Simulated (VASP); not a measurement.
# Ag (P6_3/mmc) in VASP: a series of runs, part 2 of 2

VASP 6.6.1. The steps go on from the part before.

## 3. Relaxation of cell and atoms, PBE, target pressure 15 GPa, at which the enthalpy is minimised

This run uses another cell than the first one, of 15.89 Å³/atom.

Contents of INCAR:

```
SYSTEM = Ag
PREC = Accurate ; ENCUT = 600
EDIFF = 1E-6 ; ISMEAR = -1
SIGMA = 0.05 ; LREAL = .False.
LASPH = .True. ; NELM = 60
ALGO = Normal ; ISIF = 3
LWAVE = .False. ; LCHARG = .False.
GGA = PE ; IBRION = 2
NSW = 32 ; EDIFFG = -0.005
PSTRESS = 150.0
```

Contents of KPOINTS:

```
regular mesh
0
Gamma
  16 16 9
  0 0 0
```

Contents of POSCAR:

```
Ag
1.0
    2.8218495877      0.0000000000      0.0000000000
   -1.4109247938      2.4437934286      0.0000000000
    0.0000000000      0.0000000000      4.6083687035
Ag
2
Direct
    0.3333333333      0.6666666667      0.2500000000
    0.6666666667      0.3333333333      0.7500000000
```

Potentials or basis: VASP PAW PBE potentials, release 64 (Ag).

Command:

```bash
$ cat potpaw_PBE.64/Ag/POTCAR > POTCAR
$ mpirun -np 1 vasp_std > vasp.out
```

OUTCAR:

```text
SYSTEM = Ag
   PREC = Accurate
   ENCUT = 600
   EDIFF = 1E-6
   ISMEAR = -1
   LREAL = .False.
   LASPH = .True.
   NELM = 60
   ISIF = 3
   GGA = PE
   IBRION = 2
   NSW = 32
   EDIFFG = -0.005
   PSTRESS = 150.0

 ion  position               nearest neighbor table
   1  0.333  0.667  0.250-   2 2.82   2 2.82   2 2.82   2 2.82   2 2.82   2 2.82
   2  0.667  0.333  0.750-   1 2.82   1 2.82   1 2.82   1 2.82   1 2.82   1 2.82

  LATTYP: Found a hexagonal cell.
 ALAT       =     2.8218495877
 C/A-ratio  =     1.6331021765

  Lattice vectors:

 A1 = (   2.8218495877,   0.0000000000,   0.0000000000)
 A2 = (  -1.4109247938,   2.4437934286,   0.0000000000)
 A3 = (   0.0000000000,   0.0000000000,   4.6083687035)

Analysis of symmetry for initial positions (statically):
=====================================================================
 Subroutine PRICEL returns:
 Original cell was already a primitive cell.

 Routine SETGRP: Setting up the symmetry group for a
 hexagonal supercell.

 Subroutine GETGRP returns: Found 24 space group operations
 (whereof 12 operations were pure point group operations)
 out of a pool of 24 trial point group operations.

The static configuration has the point symmetry D_3d.
 The point group associated with its full space group is D_6h.

Analysis of symmetry for dynamics (positions and initial velocities):
=====================================================================
 Subroutine PRICEL returns:
 Original cell was already a primitive cell.

 Routine SETGRP: Setting up the symmetry group for a
 hexagonal supercell.

 Subroutine GETGRP returns: Found 24 space group operations
 (whereof 12 operations were pure point group operations)
 out of a pool of 24 trial point group operations.

The dynamic configuration has the point symmetry D_3d.
 The point group associated with its full space group is D_6h.
[... 135 lines left out ...]
 NGX is ok and might be reduce to    24
   NGX = 11   NGY = 11   NGZ = 19

--------------------------------------- Ionic step        1  -------------------------------------------

 number of electron      22.0000003 magnetization

 Free energy of the ion-electron system (eV)
  ---------------------------------------------------
  ext. energy  EPLUGINS =         0.00000000
  ---------------------------------------------------
  free energy    TOTEN  =        -5.26936830 eV

  energy without entropy =       -5.26480166  energy(sigma->0) =       -5.26708498

------------------------ aborting loop because EDIFF is reached ----------------------------------------

  FORCE on cell =-STRESS in cart. coord.  units (eV):
  Direction    XX          YY          ZZ          XY          YZ          ZX
  --------------------------------------------------------------------------------------
  -------------------------------------------------------------------------------------
  Total        2.9124791      2.9124791      2.9203769      0.0000000      0.0000000      0.0000000
  in kB      146.8344063    146.8344063    147.2325777      0.0000000      0.0000000      0.0000000
  external PRESSURE =      -3.0328699 kB  Pullay stress =     150.0000000 kB
[... 63 lines left out ...]
--------------------------------------- Ionic step        3  -------------------------------------------

 number of electron      22.0000003 magnetization

 Free energy of the ion-electron system (eV)
  ---------------------------------------------------
  ext. energy  EPLUGINS =         0.00000000
  ---------------------------------------------------
  free energy    TOTEN  =        -5.26414390 eV

  energy without entropy =       -5.25958901  energy(sigma->0) =       -5.26186646

 E-fermi :   9.5062     XC(G=0): -12.6464

 val. band max:        9.4856137065   @ k =   0.1250  -0.0000   0.1111
 cond. band min:       9.5075992653   @ k =   0.5000  -0.0000   0.2222
 fundamental gap:      0.0219855588
 Fermi energy:         9.5061746827

 k-point     1 :       0.0000    0.0000    0.0000
  band No.  band energies     occupation
      1       1.1609      2.00000
      2       2.5971      2.00000
      3       4.3844      2.00000
      4       4.4888      2.00000
      5       4.4888      2.00000
      6       4.7627      2.00000
      7       4.7627      2.00000
      8       5.1585      2.00000
      9       5.1585      2.00000
     10       6.3078      2.00000
     11       6.3078      2.00000
     12       8.8735      1.99999
     13      13.4917      0.00000
     14      25.3094      0.00000
[... 401 lines left out ...]
      2       3.3684      2.00000
      3       3.4791      2.00000
      4       4.1127      2.00000
      5       4.2970      2.00000
      6       4.8270      2.00000
      7       4.9022      2.00000
      8       5.5482      2.00000
      9       6.3428      2.00000
     10       6.3847      2.00000
     11       7.8138      2.00000
     12      15.1567      0.00000
     13      15.4554      0.00000
     14      16.3942      0.00000
     15      17.7403      0.00000

 [... further k-points ...]

------------------------ aborting loop because EDIFF is reached ----------------------------------------

  FORCE on cell =-STRESS in cart. coord.  units (eV):
  Direction    XX          YY          ZZ          XY          YZ          ZX
  --------------------------------------------------------------------------------------
  -------------------------------------------------------------------------------------
  Total        2.9716761      2.9716761      2.9773724      0.0000000     -0.0000000      0.0000000
  in kB      150.0852841    150.0852841    150.3729782      0.0000000     -0.0000000      0.0000000
  external PRESSURE =       0.1811821 kB  Pullay stress =     150.0000000 kB
[... 21 lines left out ...]
  energy  without entropy=       -5.2595890114  energy(sigma->0) =       -5.26186646

  enthalpy is  TOTEN    =        -2.2941563917 eV   P V=        2.9699875073

 reached required accuracy - stopping structural energy minimisation
```

OSZICAR:

```text
N       E                     dE             d eps       ncg     rms          rms(c)
DAV:   1     0.132946635263E+03    0.13295E+03   -0.13152E+04  4500   0.165E+03
DAV:   2    -0.433114262758E+01   -0.13728E+03   -0.13214E+03  4682   0.318E+02
[... 17 lines left out ...]
   2 F= -.22940502E+01 E0= -.22917814E+01  d E =0.490482E-04
       N       E                     dE             d eps       ncg     rms          rms(c)
DAV:   1    -0.526609787067E+01   -0.97111E-02   -0.29587E-02  4514   0.205E+00    0.281E-01
DAV:   2    -0.526421786782E+01    0.18800E-02   -0.50535E-03  4535   0.845E-01    0.921E-02
DAV:   3    -0.526416213302E+01    0.55735E-04   -0.96941E-05  5074   0.105E-01    0.631E-02
DAV:   4    -0.526414376185E+01    0.18371E-04   -0.18169E-05  4927   0.385E-02    0.489E-03
DAV:   5    -0.526414389897E+01   -0.13713E-06   -0.46223E-07  3720   0.771E-03
   3 F= -.22941564E+01 E0= -.22918789E+01  d E =-.571666E-04
```

It took 69 s on 1 thread of AMD EPYC 9R45 (Zen 5), shared host; peak memory 0.19 GiB.

What came out:

| Item | Value |
| --- | --- |
| Free energy | -5.2641 eV |
| Relaxed volume | 15.86 Å³/atom |
| Relaxed cell | a = 2.820 Å, b = 2.820 Å, c = 4.606 Å, α = 90.00°, β = 90.00°, γ = 120.00° |
| Space group after relaxing (to 0.1 Å) | P6_3/mmc (No. 194) |
| Energy change on relaxing (the run minimises the enthalpy) | +2.6 meV/atom |
| Ionic steps | 3 |
| Pressure after relaxing | 15.0 GPa |
| Band gap on the k mesh | zero (bands 11 and 12 overlap by 7.02 eV) |

The path:
```
step  energy change (eV)  largest force (eV/Å)  pressure (GPa)  volume (Å³)
   1              0.0000                0.0000           14.70        31.78
   2              0.0130                0.0000           15.39        31.64
   3              0.0052                0.0000           15.02        31.72
```

Final structure:
```
Ag
1.0
     2.82011    0.00000    0.00000
    -1.41005    2.44228    0.00000
     0.00000    0.00000    4.60588
Ag
2
Cartesian
  0.0000 1.6282 1.1515
  1.4101 0.8141 3.4544
```

Caveat: the cell is relaxed towards a set pressure, so the run minimises the enthalpy, not the energy.

The gap in the log of VASP goes by the Fermi energy; the results here count the filled bands.